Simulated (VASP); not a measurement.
# Sb (Im-3m) in VASP: a series of runs, part 2 of 2

VASP 6.6.1.

## Step 3: Relaxation of cell and atoms, PBE, target pressure 22 GPa, at which the enthalpy is minimised

Input file INCAR:

```
SYSTEM = Sb
PREC = Accurate
ENCUT = 600
EDIFF = 1E-6
ISMEAR = -1
SIGMA = 0.08
LREAL = .FALSE.
LASPH = .TRUE.
NELM = 60
ALGO = Normal
ISIF = 3
LWAVE = .FALSE.
LCHARG = .FALSE.
GGA = PE
IBRION = 2
NSW = 32
EDIFFG = -0.005
PSTRESS = 220.0
```

Input file KPOINTS:

```
regular mesh
0
G
  15 15 15
  0 0 0
```

Input file POSCAR:

```
Sb
1.0
   -1.7603848460      1.7603848460      1.7603848460
    1.7603848460     -1.7603848460      1.7603848460
    1.7603848460      1.7603848460     -1.7603848460
Sb
1
Direct
    0.0000000000      0.0000000000      0.0000000000
```

Potentials or basis: VASP PAW PBE potentials, release 64 (Sb).

Run with:

```sh
cat potpaw_PBE.64/Sb/POTCAR > POTCAR
mpirun -np 1 vasp_std > vasp.out
```

OUTCAR:

```text
SYSTEM = Sb
   PREC = Accurate
   ENCUT = 600
   EDIFF = 1E-6
   ISMEAR = -1
   LREAL = .FALSE.
   LASPH = .TRUE.
   NELM = 60
   ISIF = 3
   GGA = PE
   IBRION = 2
   NSW = 32
   EDIFFG = -0.005
   PSTRESS = 220.0

 ion  position               nearest neighbor table
   1  0.000  0.000  0.000-

  LATTYP: Found a body centered cubic cell.
 ALAT       =     3.5207696920

  Lattice vectors:

 A1 = (  -1.7603848460,   1.7603848460,   1.7603848460)
 A2 = (   1.7603848460,  -1.7603848460,   1.7603848460)
 A3 = (   1.7603848460,   1.7603848460,  -1.7603848460)

Analysis of symmetry for initial positions (statically):
=====================================================================
 Subroutine PRICEL returns:
 Original cell was already a primitive cell.

 Routine SETGRP: Setting up the symmetry group for a
 body centered cubic supercell.

 Subroutine GETGRP returns: Found 48 space group operations
 (whereof 48 operations were pure point group operations)
 out of a pool of 48 trial point group operations.

The static configuration has the point symmetry O_h .

[... 154 lines left out ...]
  free energy    TOTEN  =        -3.61753438 eV

  energy without entropy =       -3.60487699  energy(sigma->0) =       -3.61120568

 E-fermi :  11.4706     XC(G=0): -11.1763

 val. band max:       11.4693997173   @ k =  -0.2667   0.2667   0.2000
 cond. band min:      11.4765218096   @ k =   0.1333   0.1333   0.0667
 fundamental gap:      0.0071220923
 Fermi energy:        11.4705597486

 k-point     1 :       0.0000    0.0000    0.0000
  band No.  band energies     occupation
      1      -3.2209      2.00000
      2      18.8261      0.00000
      3      18.8261      0.00000
      4      18.8261      0.00000
      5      22.8758      0.00000
      6      22.8758      0.00000
[... 199 lines left out ...]
 k-point    24 :       0.4000    0.2000   -0.0000
  band No.  band energies     occupation
      1       2.8301      2.00000
      2       5.2600      2.00000
      3       9.6607      2.00000
      4      14.4649      0.00000
      5      20.3967      0.00000
      6      23.5797      0.00000

 [... further k-points ...]
[... 5 lines left out ...]
  --------------------------------------------------------------------------------------
  -------------------------------------------------------------------------------------
  Total        2.9927322      2.9927322      2.9927322     -0.0000000     -0.0000000      0.0000000
  in kB      219.7331516    219.7331516    219.7331516     -0.0000000     -0.0000000      0.0000000
  external PRESSURE =      -0.2668484 kB  Pullay stress =     220.0000000 kB

 VOLUME and BASIS-vectors are now :
 -----------------------------------------------------------------------------
  energy-cutoff  :      600.00
  volume of cell :       21.82
      direct lattice vectors                 reciprocal lattice vectors
    -1.760384846  1.760384846  1.760384846     0.000000000  0.284028803  0.284028803
     1.760384846 -1.760384846  1.760384846     0.284028803  0.000000000  0.284028803
     1.760384846  1.760384846 -1.760384846     0.284028803  0.284028803  0.000000000

 POSITION                                       TOTAL-FORCE (eV/Angst)
 -----------------------------------------------------------------------------------
      0.00000      0.00000      0.00000        -0.000000     -0.000000     -0.000000
 -----------------------------------------------------------------------------------
    total drift:                                0.000000     -0.000000     -0.000000

  FREE ENERGIE OF THE ION-ELECTRON SYSTEM (eV)
  ---------------------------------------------------
  free  energy   TOTEN  =        -3.6175343771 eV

  energy  without entropy=       -3.6048769892  energy(sigma->0) =       -3.61120568

  enthalpy is  TOTEN    =        -0.6211677330 eV   P V=        2.9963666441

 reached required accuracy - stopping structural energy minimisation
```

OSZICAR:

```text
N       E                     dE             d eps       ncg     rms          rms(c)
DAV:   1     0.112250144820E+02    0.11225E+02   -0.19044E+03  1446   0.638E+02
DAV:   2    -0.340896258958E+01   -0.14634E+02   -0.13818E+02  2070   0.855E+01
DAV:   3    -0.362229234246E+01   -0.21333E+00   -0.20988E+00  1740   0.113E+01
DAV:   4    -0.362308046185E+01   -0.78812E-03   -0.78810E-03  2070   0.866E-01
DAV:   5    -0.362308309544E+01   -0.26336E-05   -0.26337E-05  1782   0.339E-02    0.261E+00
DAV:   6    -0.361961177587E+01    0.34713E-02   -0.56947E-04  1860   0.200E-01    0.155E+00
DAV:   7    -0.361753045110E+01    0.20813E-02   -0.14288E-03  1566   0.307E-01    0.512E-02
DAV:   8    -0.361753444710E+01   -0.39960E-05   -0.31684E-05  2028   0.547E-02    0.669E-03
DAV:   9    -0.361753437709E+01    0.70011E-07   -0.41984E-07  1134   0.652E-03
   1 F= -.62116773E+00 E0= -.61483904E+00  d E =-.621168E+00
```

It took 4.5 s on 1 thread of Intel Xeon 6975P-C (Granite Rapids), shared host; peak memory 0.14 GiB.

Results:

```
Free energy             : -3.6175 eV
Pressure after relaxing : 22.0 GPa
```

Final structure:
```
Sb
1.0
    -1.76038    1.76038    1.76038
     1.76038   -1.76038    1.76038
     1.76038    1.76038   -1.76038
Sb
1
Direct
  0.00000 0.00000 0.00000
```

Caveat: the relaxation stopped at its first step, so nothing moved; the cell is relaxed towards a set pressure, so the enthalpy falls and the energy may rise; spin-orbit coupling is left out, which moves the levels of the heavy elements.

## Step 4: Relaxation of cell and atoms, PBE, target pressure 22 GPa, at which the enthalpy is minimised

This run uses another cell than the first one, of 21.98 Å³/atom, 1.007 times its volume.

Input file INCAR:

```
SYSTEM = Sb
ALGO = Normal
EDIFF = 1E-6
EDIFFG = -0.005
ENCUT = 600
GGA = PE
IBRION = 2
ISIF = 3
ISMEAR = -1
LASPH = .TRUE.
LCHARG = .FALSE.
LREAL = .FALSE.
LWAVE = .FALSE.
NELM = 80
NSW = 60
PREC = Accurate
PSTRESS = 220.0
SIGMA = 0.08
```

Input file KPOINTS:

```
k-points
0
G
  15 15 15
  0 0 0
```

Input file POSCAR:

```
Sb
1.0
   -1.7645786815      1.7645786815      1.7645786815
    1.7645786815     -1.7645786815      1.7645786815
    1.7645786815      1.7645786815     -1.7645786815
Sb
1
Direct
    0.0000000000      0.0000000000      0.0000000000
```

Run with:

```sh
cat potpaw_PBE.64/Sb/POTCAR > POTCAR
mpirun -np 1 vasp_std > vasp.out
```

Run time: 13 s. Hardware: 1 thread of Intel Xeon 6975P-C, shared host; peak memory 0.16 GiB.

It converged, with:

```
Free energy                                            : -3.6168 eV
Relaxed volume                                         : 21.82 Å³/atom
Relaxed cell                                           : a = 3.049 Å, b = 3.049 Å, c = 3.049 Å, α = 109.47°, β = 109.47°, γ = 109.47°
Space group after relaxing (to 0.05 Å)                 : Im-3m (No. 229)
Energy change on relaxing (the enthalpy is what falls) : +21.7 meV/atom
Ionic steps                                            : 3
Pressure after relaxing                                : 22.0 GPa
```

Step by step:
```csv
step,energy change (eV),largest force (eV/Å),pressure (GPa),volume (Å³)
1,0.0000,0.0000,20.92,21.98
2,0.0660,0.0000,24.20,21.51
3,0.0217,0.0000,22.02,21.82
```

Final structure:
```xyz
1
Lattice="-1.7602 1.7602 1.7602 1.7602 -1.7602 1.7602 1.7602 1.7602 -1.7602" Properties=species:S:1:pos:R:3 pbc="T T T"
Sb    0.0000    0.0000    0.0000
```

Levels at points of the mesh, in eV from the Fermi level:
| k point | band 1 | band 2 | band 3 | band 4 | band 5 | band 6 |
| --- | --- | --- | --- | --- | --- | --- |
| (0.00, 0.00, 0.00) | -14.69 | 7.36 | 7.36 | 7.36 | 11.41 | 11.41 |

Caveat: the cell is relaxed towards a set pressure, so the enthalpy falls and the energy may rise; spin-orbit coupling is left out, which moves the levels of the heavy elements.

## Step 5: Summary

```csv
task,cell,cutoff (eV),gap on the mesh (eV),pressure (GPa)
single point,"a = 3.049 Å, angles 109.5°, 1 atom",520,none,22.0
relaxation of cell and atoms,"relaxed to 22 GPa from a = 3.049 Å, angles 109.5°, 1 atom",600,none,22.0
relaxation of cell and atoms,"relaxed to 22 GPa from a = 3.056 Å, angles 109.5°, 1 atom",600,none,22.0
```

Alike in all rows: level PBE; potentials or basis VASP PAW PBE potentials, release 64 (Sb); no spin polarisation; k mesh 15 × 15 × 15; smearing fermi-dirac 0.08 eV.

Caveats: spin-orbit coupling is left out, which moves the levels of the heavy elements; the cell is relaxed towards a set pressure, so the enthalpy falls and the energy may rise (some runs); the relaxation stopped at its first step, so nothing moved (some runs).

Total energies depend on the potentials used, so only differences within one code and one set of settings carry meaning.
